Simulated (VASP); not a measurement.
Wanted: the native input for a VASP 6.6.1 run.

| Quantity | Value |
| --- | --- |
| Task | single point |
| Functional | PBE |
| Potentials or basis | VASP PAW PBE potentials, release 64 (Re, In_d, Si) |
| Cutoff | 520 eV |
| k mesh | 10 × 10 × 4 |
| Occupations | fermi-dirac, width 0.1 eV |
| Spin | no spin polarisation |
| Dipole correction | no |
| Further INCAR settings | ALGO = Normal; EDIFF = 1e-06; NBANDS = 33 |

The structure of InReSi lies in POSCAR:

```
InReSi
1.0
    3.3870980000      0.0000000000      0.0000000000
    0.0000000000      3.3870980000      0.0000000000
    0.0000000000      0.0000000000      8.5403830000
Re In Si
2 2 2
Direct
    0.7500000000      0.7500000000      0.7306300000
    0.2500000000      0.2500000000      0.2693700000
    0.2500000000      0.2500000000      0.9146000000
    0.7500000000      0.7500000000      0.0854000000
    0.7500000000      0.7500000000      0.4152000000
    0.2500000000      0.2500000000      0.5848000000
```

One way to write it, as run:

INCAR

```
SYSTEM = InReSi
PREC = Accurate ; ENCUT = 520
EDIFF = 1E-6 ; ISMEAR = -1
SIGMA = 0.1 ; LREAL = .FALSE.
LASPH = .TRUE. ; NELM = 60
ALGO = Normal ; ISIF = 2
LWAVE = .FALSE. ; LCHARG = .TRUE.
GGA = PE ; LELF = .TRUE.
LVHAR = .TRUE. ; NBANDS = 33
```

KPOINTS

```
regular mesh
0
G
  10 10 4
  0 0 0
```

Potentials or basis: VASP PAW PBE potentials, release 64 (Re, In_d, Si).

Run with:

```bash
$ cat potpaw_PBE.64/Re/POTCAR potpaw_PBE.64/In_d/POTCAR potpaw_PBE.64/Si/POTCAR > POTCAR
$ mpirun -np 1 vasp_std > vasp.out
```

It gave:

| Item | Value |
| --- | --- |
| Pressure | -4.4 GPa |
| Largest force | 2.624 eV/Å |
| Band gap on the k mesh | 0.25 eV (least direct gap 0.75 eV) |

Caveat: the cell stands under tension; spin-orbit coupling is left out, which moves the levels of the heavy elements; forces of over 1 eV/Å act on the atoms, so gaps and moduli don't describe the material at rest.

Wall time 3.4 min on 1 thread of Intel(R) Xeon(R) Platinum 8259CL CPU @ 2.50GHz (Skylake/Cascade Lake), on a shared host, peak memory 0.34 GiB.
